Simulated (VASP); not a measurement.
# TaN (P6_3mc) in VASP: a series of runs

The runs below take TaN through single point, with PBEsol.

Program: VASP 6.6.1. These are calculated values, not measurements. Logs are shortened: lines on timing, memory, paths and dates and some standing lists are left out, and cuts for length are marked.

### Step 1. The cell of the first run

Symmetry: P6_3mc, No. 186, hexagonal system. The conventional cell has a = 3.080 Å, b = 3.080 Å, c = 5.970 Å, α = 90.00°, β = 90.00°, γ = 120.00°. Within 2.6 Å of Ta (site symmetry 3m) lie 4 N at 1.94 to 2.06 Å. N (site symmetry 3m) has 4 Ta at 1.94 to 2.06 Å within 2.6 Å.

### Step 2. Single point, PBEsol (12.26 Å³/atom)

Contents of INCAR:

```
SYSTEM = TaN
PREC     = Accurate       ! precision mode
ENCUT    = 700            ! plane-wave cutoff, eV
EDIFF    = 1E-6           ! SCF threshold, eV
ISMEAR   = 0              ! smearing method
SIGMA    = 0.15           ! smearing width, eV
LREAL    = .FALSE.        ! projectors in reciprocal space
LASPH    = .TRUE.         ! aspherical terms in the spheres
NELM     = 120            ! most SCF steps
ALGO     = Normal         ! electronic algorithm
ISIF     = 2              ! what is computed and relaxed
LWAVE    = .FALSE.        ! write WAVECAR
LCHARG   = .FALSE.        ! write CHGCAR
GGA      = PS             ! functional
NBANDS   = 26             ! bands
GGA_COMPAT= .FALSE.
```

Contents of KPOINTS:

```
Automatic mesh
0
G
  18 18 8
  0 0 0
```

Contents of POSCAR:

```
TaN
1.0
    3.0798262315      0.0000000000      0.0000000000
   -1.5399131158      2.6672077557      0.0000000000
    0.0000000000      0.0000000000      5.9699047573
Ta N
2 2
Direct
    0.3333333333      0.6666666667      0.0301041378
    0.6666666667      0.3333333333      0.5301041378
    0.3333333333      0.6666666667      0.3548958622
    0.6666666667      0.3333333333      0.8548958622
```

Potentials or basis: VASP PAW PBE potentials, release 64 (Ta_sv_GW, N).

Run with:

```sh
$ cat potpaw_PBE.64/Ta_sv_GW/POTCAR potpaw_PBE.64/N/POTCAR > POTCAR
$ mpirun -np 1 vasp_std > vasp.out
```

OUTCAR:

```text
SYSTEM = TaN
   PREC = Accurate
   ENCUT = 700
   EDIFF = 1E-6
   ISMEAR = 0
   LREAL = .FALSE.
   LASPH = .TRUE.
   NELM = 120
   ISIF = 2
   GGA = PS

 ion  position               nearest neighbor table
   1  0.333  0.667  0.030-   3 1.94   4 2.06   4 2.06   4 2.06
   2  0.667  0.333  0.530-   4 1.94   3 2.06   3 2.06   3 2.06
   3  0.333  0.667  0.355-   1 1.94   2 2.06   2 2.06   2 2.06
   4  0.667  0.333  0.855-   2 1.94   1 2.06   1 2.06   1 2.06

  LATTYP: Found a hexagonal cell.
 ALAT       =     3.0798262315
 C/A-ratio  =     1.9383901261

  Lattice vectors:

 A1 = (   3.0798262315,   0.0000000000,   0.0000000000)
 A2 = (  -1.5399131158,   2.6672077557,   0.0000000000)
 A3 = (   0.0000000000,   0.0000000000,   5.9699047573)

Analysis of symmetry for initial positions (statically):
=====================================================================
 Subroutine PRICEL returns:
 Original cell was already a primitive cell.

 Routine SETGRP: Setting up the symmetry group for a
 hexagonal supercell.

 Subroutine GETGRP returns: Found 12 space group operations
 (whereof  6 operations were pure point group operations)
 out of a pool of 24 trial point group operations.

The static configuration has the point symmetry C_3v.
 The point group associated with its full space group is C_6v.

Analysis of symmetry for dynamics (positions and initial velocities):
=====================================================================
 Subroutine PRICEL returns:
 Original cell was already a primitive cell.

 Routine SETGRP: Setting up the symmetry group for a
 hexagonal supercell.

 Subroutine GETGRP returns: Found 12 space group operations
 (whereof  6 operations were pure point group operations)
 out of a pool of 24 trial point group operations.

The dynamic configuration has the point symmetry C_3v.
 The point group associated with its full space group is C_6v.

 Subroutine INISYM returns: Found 12 space group operations
 (whereof  6 operations are pure point group operations),
 and found     1 'primitive' translations

----------------------------------------------------------------------------------------

                                     Primitive cell

  volume of cell :      49.0400

  direct lattice vectors                    reciprocal lattice vectors
     3.079826231  0.000000000  0.000000000     0.324693643  0.187461962  0.000000000
    -1.539913116  2.667207756  0.000000000     0.000000000  0.374923925  0.000000000
     0.000000000  0.000000000  5.969904757     0.000000000  0.000000000  0.167506860

  length of vectors
     3.079826231  3.079826232  5.969904757     0.374923925  0.374923925  0.167506860

  position of ions in fractional coordinates (direct lattice)
     0.333333333  0.666666667  0.030104138
     0.666666667  0.333333333  0.530104138
     0.333333333  0.666666667  0.354895862
     0.666666667  0.333333333  0.854895862

  ion indices of the primitive-cell ions
   primitive index   ion index
                 1           1
                 2           2
                 3           3
                 4           4

----------------------------------------------------------------------------------------

 KPOINTS: Automatic mesh

Automatic generation of k-mesh.
 Grid dimensions read from file:
 generate k-points for:   18   18    8

 Generating k-lattice:

  Cartesian coordinates                     Fractional coordinates (reciprocal lattice)
     0.018038536  0.010414553  0.000000000     0.055555556  0.000000000  0.000000000
     0.000000000  0.020829107  0.000000000     0.000000000  0.055555556  0.000000000
     0.000000000  0.000000000  0.020938357     0.000000000  0.000000000  0.125000000

  Length of vectors
     0.020829107  0.020829107  0.020938357

  Shift w.r.t. Gamma in fractional coordinates (k-lattice)
     0.000000000  0.000000000  0.000000000

 Subroutine IBZKPT returns following result:
 ===========================================

 Found    185 irreducible k-points:

 Following reciprocal coordinates:
            Coordinates               Weight
  0.000000  0.000000  0.000000      1.000000
  0.055556  0.000000  0.000000      6.000000
  0.111111  0.000000  0.000000      6.000000
  0.166667  0.000000  0.000000      6.000000
  0.222222 -0.000000  0.000000      6.000000
  0.277778  0.000000  0.000000      6.000000
[... 16 lines left out ...]
  0.333333  0.111111  0.000000     12.000000
  0.388889  0.111111  0.000000     12.000000
 [... further k-points ...]
   k-points           NKPTS =    185   k-points in BZ     NKDIM =    185   number of bands    NBANDS=     26
   number of dos      NEDOS =    301   number of ions     NIONS =      4
   total plane-waves  NPLWV =  42336
   dimension x,y,z NGX =    28 NGY =   28 NGZ =   54
   dimension x,y,z NGXF=    56 NGYF=   56 NGZF=  108
   ions per type =               2   2
   NGX,Y,Z   is equivalent  to a cutoff of  15.11, 15.11, 15.04 a.u.
   NGXF,Y,Z  is equivalent  to a cutoff of  30.23, 30.23, 30.08 a.u.
 SYSTEM =  TaN
   PREC   = accura    normal or accurate (medium, high low for compatibility)
   ISTART =      0    job   : 0-new  1-cont  2-samecut
   ICHARG =      2    charge: 1-file 2-atom 10-const
   ISPIN  =      1    spin polarized calculation?
   LNONCOLLINEAR =      F non collinear calculations
   LSORBIT =      F    spin-orbit coupling
   LASPH  =      T    aspherical Exc in radial PAW
   ENCUT  =  700.0 eV  51.45 Ry    7.17 a.u.   6.64  6.64 12.88*2*pi/ulx,y,z
   NELM   =    120;   NELMIN=  2; NELMDL= -5     # of ELM steps
   EDIFF  = 0.1E-05   stopping-criterion for ELM
   LREAL  =      F    real-space projection
[... 7 lines left out ...]
   TEBEG  =    0.0;   TEEND  =   0.0 temperature during run
   PSTRESS=    0.0 pullay stress
   NELECT =      36.0000    total number of electrons
   NUPDOWN=      -1.0000    fix difference up-down
   EMIN   =  10.00;   EMAX   =-10.00  energy-range for DOS
   EFERMI =   0.00;   METHOD = LEGACY
   ISMEAR =     0;   SIGMA  =   0.15  broadening in eV -4-tet -1-fermi 0-gaus
   EFERMI_NEDOS =   21; number of points for ismear=-14 and -15
   IALGO  =     38    algorithm
   IMIX   =      4    mixing-type and parameters
     AMIX     =   0.40;   BMIX     =  1.00
     AMIX_MAG =   1.60;   BMIX_MAG =  1.00
  volume/ion in A,a.u.               =      12.26        82.73
  Fermi-wavevector in a.u.,A,eV,Ry     =   1.476813  2.790772 29.673989  2.180977
  Thomas-Fermi vector in A             =   2.591294
   LORBIT       =      0    0 simple, 1 ext, 2 COOP (PROOUT), +10 PAW based schemes
   GGA     = PS    functional components
   LHFCALC =     F    Hartree Fock is set to
   AEXX    =    0.0000 exact exchange contribution
   IVDW    =     0    specifies the selected vdW correction
   LEPSILON=     F    determine dielectric tensor
   LRPA    =     F    only Hartree local field effects (RPA)
 non-spin polarized calculation
 Gauss-broadening in eV      SIGMA  =   0.15
  energy-cutoff  :      700.00
  volume of cell :       49.04
 maximum number of plane-waves:      2113
 NGX is ok and might be reduce to    28
   NGX = 13   NGY = 13   NGZ = 25

 number of electron      36.0000000 magnetization

 Free energy of the ion-electron system (eV)
  ---------------------------------------------------
  ext. energy  EPLUGINS =         0.00000000
  ---------------------------------------------------
  free energy    TOTEN  =       -50.81190265 eV

  energy without entropy =      -50.80285182  energy(sigma->0) =      -50.80737723

 E-fermi :  10.6361     XC(G=0): -12.9376

 val. band max:       10.6341934233   @ k =   0.0556   0.0556   0.3750
 cond. band min:      10.6551606161   @ k =   0.0556   0.0000   0.1250
 fundamental gap:      0.0209671928
 Fermi energy:        10.6361173899

 k-point     1 :       0.0000    0.0000    0.0000
  band No.  band energies     occupation
      1     -57.9243      2.00000
      2     -57.9101      2.00000
      3     -24.9140      2.00000
      4     -24.4738      2.00000
      5     -24.1643      2.00000
      6     -24.1643      2.00000
[... 18 lines left out ...]
     25      15.9609      0.00000
     26      17.7671      0.00000

 k-point     2 :       0.0556    0.0000    0.0000
  band No.  band energies     occupation
      1     -57.9229      2.00000
      2     -57.9089      2.00000
      3     -24.9078      2.00000
      4     -24.4732      2.00000
      5     -24.1857      2.00000
      6     -24.1696      2.00000
[... 18 lines left out ...]
     25      16.1900      0.00000
     26      17.4559      0.00000

 k-point     3 :       0.1111    0.0000    0.0000
  band No.  band energies     occupation
      1     -57.9189      2.00000
      2     -57.9055      2.00000
      3     -24.8900      2.00000
      4     -24.4720      2.00000
      5     -24.2471      2.00000
      6     -24.2136      2.00000
[... 18 lines left out ...]
     25      16.7998      0.00000
     26      17.1701      0.00000

 k-point     4 :       0.1667    0.0000    0.0000
  band No.  band energies     occupation
      1     -57.9129      2.00000
      2     -57.9003      2.00000
      3     -24.8622      2.00000
      4     -24.4711      2.00000
      5     -24.3398      2.00000
      6     -24.3092      2.00000
[... 18 lines left out ...]
     25      16.9135      0.00000
     26      17.6564      0.00000
[... 496 lines left out ...]
      1     -57.8873      2.00000
      2     -57.8795      2.00000
      3     -24.7614      2.00000
      4     -24.6686      2.00000
      5     -24.6316      2.00000
      6     -24.4783      2.00000
[... 18 lines left out ...]
     25      16.7868      0.00000
     26      17.5490      0.00000

 k-point    23 :       0.3333    0.1111    0.0000
  band No.  band energies     occupation
      1     -57.8811      2.00000
      2     -57.8750      2.00000
      3     -24.7893      2.00000
      4     -24.7378      2.00000
      5     -24.6476      2.00000
      6     -24.4885      2.00000
[... 18 lines left out ...]
     25      16.7945      0.00000
     26      16.9942      0.00000

 k-point    24 :       0.3889    0.1111    0.0000
  band No.  band energies     occupation
      1     -57.8770      2.00000
      2     -57.8722      2.00000
      3     -24.8293      2.00000
      4     -24.7826      2.00000
      5     -24.6313      2.00000
      6     -24.4994      2.00000
[... 18 lines left out ...]
     25      16.3005      0.00000
     26      17.0150      0.00000

 [... further k-points ...]

------------------------ aborting loop because EDIFF is reached ----------------------------------------

  FORCE on cell =-STRESS in cart. coord.  units (eV):
  Direction    XX          YY          ZZ          XY          YZ          ZX
  --------------------------------------------------------------------------------------
  -------------------------------------------------------------------------------------
  Total        3.3275509      3.3275509      4.7750278     -0.0000000      0.0000000      0.0000000
  in kB      108.7138370    108.7138370    156.0041057     -0.0000000      0.0000000      0.0000000
  external PRESSURE =     124.4772599 kB  Pullay stress =       0.0000000 kB

 VOLUME and BASIS-vectors are now :
 -----------------------------------------------------------------------------
  energy-cutoff  :      700.00
  volume of cell :       49.04
      direct lattice vectors                 reciprocal lattice vectors
     3.079826231  0.000000000  0.000000000     0.324693643  0.187461962  0.000000000
    -1.539913116  2.667207756  0.000000000     0.000000000  0.374923925  0.000000000
     0.000000000  0.000000000  5.969904757     0.000000000  0.000000000  0.167506860

 POSITION                                       TOTAL-FORCE (eV/Angst)
 -----------------------------------------------------------------------------------
     -0.00000      1.77814      0.17972        -0.000000      0.000000     -0.050874
      1.53991      0.88907      3.16467         0.000000     -0.000000     -0.050874
     -0.00000      1.77814      2.11869        -0.000000      0.000000      0.050874
      1.53991      0.88907      5.10365         0.000000      0.000000      0.050874
 -----------------------------------------------------------------------------------
    total drift:                               -0.000000      0.000000     -0.000761

  FREE ENERGIE OF THE ION-ELECTRON SYSTEM (eV)
  ---------------------------------------------------
  free  energy   TOTEN  =       -50.8119026472 eV

  energy  without entropy=      -50.8028518170  energy(sigma->0) =      -50.80737723
```

Wall time 3.1 min (1 thread of Intel Xeon 6975P-C (Granite Rapids), shared host); peak memory 0.44 GiB.

Results:

| Property | Result |
| --- | --- |
| Free energy | -50.8119 eV |
| Pressure | 12.4 GPa |
| Largest force | 0.051 eV/Å |
| Band gap on the k mesh | zero (bands 18 and 19 overlap by 0.48 eV) |

Forces on the atoms (eV/Å):
```
Ta   0.000  0.000 -0.051
Ta   0.000  0.000 -0.051
N    0.000  0.000  0.051
N    0.000  0.000  0.051
```

Stress tensor (GPa, compression positive):
```
10.87  0.00  0.00
 0.00 10.87  0.00
 0.00  0.00 15.60
```

Caveat: the cell stands under pressure; the PAW data sets were made with another functional, which shifts forces and pressure a little; spin-orbit coupling is left out, which moves the levels of the heavy elements.

[end of part 1 of 2]

The gap in the log of VASP goes by the Fermi energy; the results here count the filled bands.